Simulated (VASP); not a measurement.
# Al3O in VASP: single point with PBE

Aim: the single point of Al3O with PBE.

Everything below comes from runs of VASP 6.6.1. Logs are shortened: lines on timing, memory, paths and dates and some standing lists are left out, and cuts for length are marked.

## Step 1: The cell of the first run

The cell holds a slab with vacuum, 4 atoms: a = 2.857 Å, b = 2.857 Å, c = 19.675 Å, α = 90.00°, β = 90.00°, γ = 90.00°.

## Step 2: Single point, PBE

The input, INCAR:

```
PREC = Accurate
ENCUT = 520
EDIFF = 1E-7
ISMEAR = 0
SIGMA = 0.1
LREAL = False
LASPH = True
NELM = 60
ALGO = Normal
ISIF = 2
LWAVE = False
LCHARG = False
LDIPOL = True
IDIPOL = 3
DIPOL = 0.5 0.5 0.351
GGA = PE
NBANDS = 16
```

The input, KPOINTS:

```
regular mesh
0
Gamma
  9 9 1
```

The input, POSCAR:

```
Al3O
1.0
    2.8567582918      0.0000000000      0.0000000000
    0.0000000000      2.8567582918      0.0000000000
    0.0000000000      0.0000000000     19.6746954317
Al O
3 1
Direct
    0.5000000000      0.5000000000      0.2033068321
    0.0000000000      0.0000000000      0.3092728609
    0.5000000000      0.5000000000      0.4154928578
    0.6666666667      0.8333333333      0.4760399595
```

Potentials or basis: VASP PAW PBE potentials, release 64 (Al, O).

Started as:

```console
$ cat potpaw_PBE.64/Al/POTCAR potpaw_PBE.64/O/POTCAR > POTCAR
$ mpirun -np 1 vasp_std > vasp.out
```

OUTCAR:

```text
PREC = Accurate
   ENCUT = 520
   EDIFF = 1E-7
   ISMEAR = 0
   LREAL = False
   LASPH = True
   NELM = 60
   ISIF = 2
   GGA = PE

 ion  position               nearest neighbor table
   1  0.500  0.500  0.203-   2 2.90   2 2.90   2 2.90   2 2.90
   2  0.000  0.000  0.309-   1 2.90   1 2.90   1 2.90   1 2.90   3 2.91   3 2.91   3 2.91   3 2.91

   3  0.500  0.500  0.415-   4 1.60   4 2.30   2 2.91   2 2.91   2 2.91   2 2.91
   4  0.667  0.833  0.476-   3 1.60   3 2.30

  LATTYP: Found a simple tetragonal cell.
 ALAT       =     2.8567582918
 C/A-ratio  =     6.8870703861

  Lattice vectors:

 A1 = (   2.8567582918,   0.0000000000,   0.0000000000)
 A2 = (   0.0000000000,   2.8567582918,   0.0000000000)
 A3 = (   0.0000000000,   0.0000000000,  19.6746954317)

Analysis of symmetry for initial positions (statically):
=====================================================================
 Subroutine PRICEL returns:
 Original cell was already a primitive cell.

 Routine SETGRP: Setting up the symmetry group for a
 simple tetragonal supercell.

 Subroutine GETGRP returns: Found  1 space group operations
 (whereof  1 operations were pure point group operations)
 out of a pool of 16 trial point group operations.

The static configuration has the point symmetry C_1 .

Analysis of symmetry for dynamics (positions and initial velocities):
=====================================================================
 Subroutine PRICEL returns:
 Original cell was already a primitive cell.

 Routine SETGRP: Setting up the symmetry group for a
 simple tetragonal supercell.

 Subroutine GETGRP returns: Found  1 space group operations
 (whereof  1 operations were pure point group operations)
 out of a pool of 16 trial point group operations.

The dynamic configuration has the point symmetry C_1 .

 Subroutine INISYM returns: Found  1 space group operations
 (whereof  1 operations are pure point group operations),
 and found     1 'primitive' translations

----------------------------------------------------------------------------------------

                                     Primitive cell

  volume of cell :     160.5665

  direct lattice vectors                    reciprocal lattice vectors
     2.856758292  0.000000000  0.000000000     0.350047116  0.000000000  0.000000000
     0.000000000  2.856758292  0.000000000     0.000000000  0.350047116  0.000000000
     0.000000000  0.000000000 19.674695432     0.000000000  0.000000000  0.050826708

  length of vectors
     2.856758292  2.856758292 19.674695432     0.350047116  0.350047116  0.050826708

  position of ions in fractional coordinates (direct lattice)
     0.500000000  0.500000000  0.203306832
     0.000000000  0.000000000  0.309272861
     0.500000000  0.500000000  0.415492858
     0.666666667  0.833333333  0.476039959

  ion indices of the primitive-cell ions
   primitive index   ion index
                 1           1
                 2           2
                 3           3
                 4           4

----------------------------------------------------------------------------------------

 KPOINTS: regular mesh

Automatic generation of k-mesh.
 Grid dimensions read from file:
 generate k-points for:    9    9    1

 Generating k-lattice:

  Cartesian coordinates                     Fractional coordinates (reciprocal lattice)
     0.038894124  0.000000000  0.000000000     0.111111111  0.000000000  0.000000000
     0.000000000  0.038894124  0.000000000     0.000000000  0.111111111  0.000000000
     0.000000000  0.000000000  0.050826708     0.000000000  0.000000000  1.000000000

  Length of vectors
     0.038894124  0.038894124  0.050826708

  Shift w.r.t. Gamma in fractional coordinates (k-lattice)
     0.000000000  0.000000000  0.000000000

 Subroutine IBZKPT returns following result:
 ===========================================

 Found     41 irreducible k-points:

 Following reciprocal coordinates:
            Coordinates               Weight
  0.000000  0.000000  0.000000      1.000000
  0.111111  0.000000  0.000000      2.000000
  0.000000  0.111111  0.000000      2.000000
  0.222222  0.000000  0.000000      2.000000
  0.000000  0.222222  0.000000      2.000000
  0.333333  0.000000  0.000000      2.000000
[... 16 lines left out ...]
  0.111111  0.444444  0.000000      2.000000
  0.222222  0.222222  0.000000      2.000000
 [... further k-points ...]
   k-points           NKPTS =     41   k-points in BZ     NKDIM =     41   number of bands    NBANDS=     16
   number of dos      NEDOS =    301   number of ions     NIONS =      4
   total plane-waves  NPLWV =  86400
   dimension x,y,z NGX =    24 NGY =   24 NGZ =  150
   dimension x,y,z NGXF=    48 NGYF=   48 NGZF=  300
   ions per type =               3   1
   NGX,Y,Z   is equivalent  to a cutoff of  13.97, 13.97, 12.67 a.u.
   NGXF,Y,Z  is equivalent  to a cutoff of  27.93, 27.93, 25.35 a.u.
 SYSTEM =  unknown system
   PREC   = accura    normal or accurate (medium, high low for compatibility)
   ISTART =      0    job   : 0-new  1-cont  2-samecut
   ICHARG =      2    charge: 1-file 2-atom 10-const
   ISPIN  =      1    spin polarized calculation?
   LNONCOLLINEAR =      F non collinear calculations
   LSORBIT =      F    spin-orbit coupling
   LASPH  =      T    aspherical Exc in radial PAW
   ENCUT  =  520.0 eV  38.22 Ry    6.18 a.u.   5.31  5.31 36.58*2*pi/ulx,y,z
   NELM   =     60;   NELMIN=  2; NELMDL= -5     # of ELM steps
   EDIFF  = 0.1E-06   stopping-criterion for ELM
   LREAL  =      F    real-space projection
   EDIFFG = 0.1E-05   stopping-criterion for IOM
   NSW    =      0    number of steps for IOM
   IBRION =     -1    ionic relax: 0-MD 1-quasi-New 2-CG
   NFREE  =      0    steps in history (QN), initial steepest desc. (CG)
   ISIF   =      2    stress and relaxation
   ISYM   =      2    0-nonsym 1-usesym 2-fastsym
   POTIM  = 0.5000    time-step for ionic-motion
   TEBEG  =    0.0;   TEEND  =   0.0 temperature during run
   PSTRESS=    0.0 pullay stress
   NELECT =      15.0000    total number of electrons
   NUPDOWN=      -1.0000    fix difference up-down
   EMIN   =  10.00;   EMAX   =-10.00  energy-range for DOS
   EFERMI =   0.00;   METHOD = LEGACY
   ISMEAR =     0;   SIGMA  =   0.10  broadening in eV -4-tet -1-fermi 0-gaus
   EFERMI_NEDOS =   21; number of points for ismear=-14 and -15
   IALGO  =     38    algorithm
   IMIX   =      4    mixing-type and parameters
     AMIX     =   0.40;   BMIX     =  1.00
     AMIX_MAG =   1.60;   BMIX_MAG =  1.00
  volume/ion in A,a.u.               =      40.14       270.89
  Fermi-wavevector in a.u.,A,eV,Ry     =   0.742826  1.403737  7.507559  0.551790
  Thomas-Fermi vector in A             =   1.837796
   LORBIT       =      0    0 simple, 1 ext, 2 COOP (PROOUT), +10 PAW based schemes
   GGA     = PE    functional components
   LHFCALC =     F    Hartree Fock is set to
   AEXX    =    0.0000 exact exchange contribution
   IVDW    =     0    specifies the selected vdW correction
   LEPSILON=     F    determine dielectric tensor
   LRPA    =     F    only Hartree local field effects (RPA)
 non-spin polarized calculation
 Gauss-broadening in eV      SIGMA  =   0.10
  energy-cutoff  :      520.00
  volume of cell :      160.57
 maximum number of plane-waves:      4361
 NGX is ok and might be reduce to    24
   NGX = 11   NGY = 11   NGZ = 73

 dipolmoment           0.000000      0.000000     -0.019966 electrons x Angstroem

 number of electron      15.0000004 magnetization

 dipolmoment           0.000000      0.000000      0.206714 electrons x Angstroem

 Free energy of the ion-electron system (eV)
  ---------------------------------------------------
  ext. energy  EPLUGINS =         0.00000000
  ---------------------------------------------------
  free energy    TOTEN  =       -17.18071357 eV

  energy without entropy =      -17.17224524  energy(sigma->0) =      -17.17647941

 E-fermi :  -1.9130     XC(G=0):  -4.5104

 val. band max:       -1.9308250920   @ k =   0.2222   0.3333   0.0000
 cond. band min:      -1.9082726319   @ k =  -0.2222   0.3333   0.0000
 fundamental gap:      0.0225524601
 Fermi energy:        -1.9130066412

 k-point     1 :       0.0000    0.0000    0.0000
  band No.  band energies     occupation
      1     -19.1153      2.00000
      2     -11.9857      2.00000
      3      -9.4459      2.00000
      4      -5.9411      2.00000
      5      -3.6098      2.00000
      6      -2.7695      2.00000
[... 8 lines left out ...]
     15       6.7052      0.00000
     16       6.7390      0.00000

 k-point     2 :       0.1111    0.0000    0.0000
  band No.  band energies     occupation
      1     -19.0595      2.00000
      2     -11.7666      2.00000
      3      -9.2409      2.00000
      4      -5.7679      2.00000
      5      -3.5482      2.00000
      6      -2.7611      2.00000
[... 8 lines left out ...]
     15       6.1815      0.00000
     16       6.9488      0.00000

 k-point     3 :       0.0000    0.1111    0.0000
  band No.  band energies     occupation
      1     -19.0535      2.00000
      2     -11.7669      2.00000
      3      -9.2419      2.00000
      4      -5.7705      2.00000
      5      -3.6309      2.00000
      6      -3.1634      2.00000
[... 8 lines left out ...]
     15       6.1444      0.00000
     16       6.9718      0.00000
[... 362 lines left out ...]
 k-point    23 :       0.1111    0.4444    0.0000
  band No.  band energies     occupation
      1     -18.5169      2.00000
      2      -8.3495      2.00000
      3      -6.7962      2.00000
      4      -6.2425      2.00000
      5      -5.3510      2.00000
      6      -4.0900      2.00000
[... 8 lines left out ...]
     15       6.6610      0.00000
     16       6.9093      0.00000

 k-point    24 :       0.2222    0.2222    0.0000
  band No.  band energies     occupation
      1     -18.7059      2.00000
      2     -10.2437      2.00000
      3      -7.8311      2.00000
      4      -4.7464      2.00000
      5      -4.1067      2.00000
      6      -3.5174      2.00000
[... 8 lines left out ...]
     15       5.3661      0.00000
     16       6.4453      0.00000

 [... further k-points ...]

------------------------ aborting loop because EDIFF is reached ----------------------------------------

 vacuum level on the upper side and lower side of the slab       (xc-potential included)         2.211        -2.252

  FORCE on cell =-STRESS in cart. coord.  units (eV):
  Direction    XX          YY          ZZ          XY          YZ          ZX
  --------------------------------------------------------------------------------------
  -------------------------------------------------------------------------------------
  Total        0.2662481     -0.4970261      0.8379176      2.4420797      4.3170746      1.2274664
  in kB        2.6566969     -4.9594647      8.3609743     24.3677481     43.0769682     12.2479999
  external PRESSURE =       2.0194022 kB  Pullay stress =       0.0000000 kB

 VOLUME and BASIS-vectors are now :
 -----------------------------------------------------------------------------
  energy-cutoff  :      520.00
  volume of cell :      160.57
      direct lattice vectors                 reciprocal lattice vectors
     2.856758292  0.000000000  0.000000000     0.350047116  0.000000000  0.000000000
     0.000000000  2.856758292  0.000000000     0.000000000  0.350047116  0.000000000
     0.000000000  0.000000000 19.674695432     0.000000000  0.000000000  0.050826708

 POSITION                                       TOTAL-FORCE (eV/Angst)
 -----------------------------------------------------------------------------------
      1.42838      1.42838      4.00000         0.015639      0.019064     -0.145439
      0.00000      0.00000      6.08485         0.099368      0.091896     -0.053071
      1.42838      1.42838      8.17470        -1.374765     -3.963248      0.097715
      1.90451      2.38063      9.36594         1.259759      3.852288      0.100795
 -----------------------------------------------------------------------------------
    total drift:                               -0.000116     -0.000016      0.000227

  FREE ENERGIE OF THE ION-ELECTRON SYSTEM (eV)
  ---------------------------------------------------
  free  energy   TOTEN  =       -17.1807135700 eV

  energy  without entropy=      -17.1722452415  energy(sigma->0) =      -17.17647941

 vacuum level on the upper side and lower side of the slab         7.020         2.429
```

Wall time 3.2 min (1 thread of Intel Xeon 6975P-C, shared host); peak memory 0.31 GiB.

Results:

```yaml
Free_energy: -17.1807 eV
Largest_force: 4.196 eV/Å
```

Forces on the atoms (eV/Å):
```
Al   0.016  0.019 -0.145
Al   0.099  0.092 -0.053
Al  -1.375 -3.963  0.098
O    1.260  3.852  0.101
```

Caveat: an odd number of electrons without spin polarisation forces a metal; a magnetic or distorted state may lie lower.
